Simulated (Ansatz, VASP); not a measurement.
Ge2P in VASP and in Ansatz

The input INCAR:

```
ALGO = Normal
EDIFF = 1E-6
EDIFFG = -0.01
ENCUT = 600
GGA = PE
IBRION = 2
ISIF = 3
ISMEAR = 0
LASPH = T
LCHARG = F
LREAL = F
LWAVE = F
NELM = 100
NSW = 100
PREC = Accurate
SIGMA = 0.1
```

File KPOINTS:

```
k-points
0
Gamma
  12 12 12
```

POSCAR

```
Ge2P
1.0
    0.0000000000      3.1289952803      3.1289952803
    3.1289952803      0.0000000000      3.1289952803
    3.1289952803      3.1289952803      0.0000000000
Ge P
2 1
Direct
    0.7500000000      0.7500000000      0.7500000000
    0.2500000000      0.2500000000      0.2500000000
    0.0000000000      0.0000000000      0.0000000000
```

Input for Ansatz:

```yaml
crystal:
  lattice:
    - [0.0, 3.1289952803, 3.1289952803]
    - [3.1289952803, 0.0, 3.1289952803]
    - [3.1289952803, 3.1289952803, 0.0]
  atoms:
    - { symbol: Ge, position: [0.75, 0.75, 0.75] }
    - { symbol: Ge, position: [0.25, 0.25, 0.25] }
    - { symbol: P, position: [0.0, 0.0, 0.0] }
basis:
  ecutwfc: 420
kpoints:
  mp_grid: { grid: [12, 12, 12] }
hamiltonian:
  xc: pbe
scf:
  occupations: { method: gaussian, width: 0.1 }
output:
  forces: true
  stress: true
  eigenvalues: true
relax:
  adjacent_minimum: "off"
  f_tol: 0.01
  max_steps: 80
  cell: { stress_tol: 0.05 }
```

Change from the starting cell: ordered vacancies on the anion sites of caesium chloride (Fm-3m, No. 225).

Alike in both runs: task relaxation of cell and atoms; functional PBE; k mesh 12 × 12 × 12; occupations gaussian, width 0.1 eV; no spin polarisation.

```csv
,VASP,Ansatz
version,VASP 6.6.1,Ansatz 0.2.0
potentials or method,"VASP PAW PBE potentials, release 64 (Ge_d, P), cutoff 600 eV","scalar-relativistic, plane waves, PAW"
valence electrons in the cell,33,33
```

|  | VASP | Ansatz | Ansatz less VASP |
| --- | --- | --- | --- |
| gap on the k mesh at the Fermi level, each at its own relaxed structure (eV) | none | none | - |
| relaxed volume (Å³/atom) | 20.42 | 20.46 | +0.039 |
| relaxed cell length with the largest relative difference (Å) | 4.425 | 4.428 | +0.0028 |

A gap of «none» marks a metal or a gap that the smearing closes.

Noted on VASP's run: the relaxation stopped at its first step, so nothing moved.
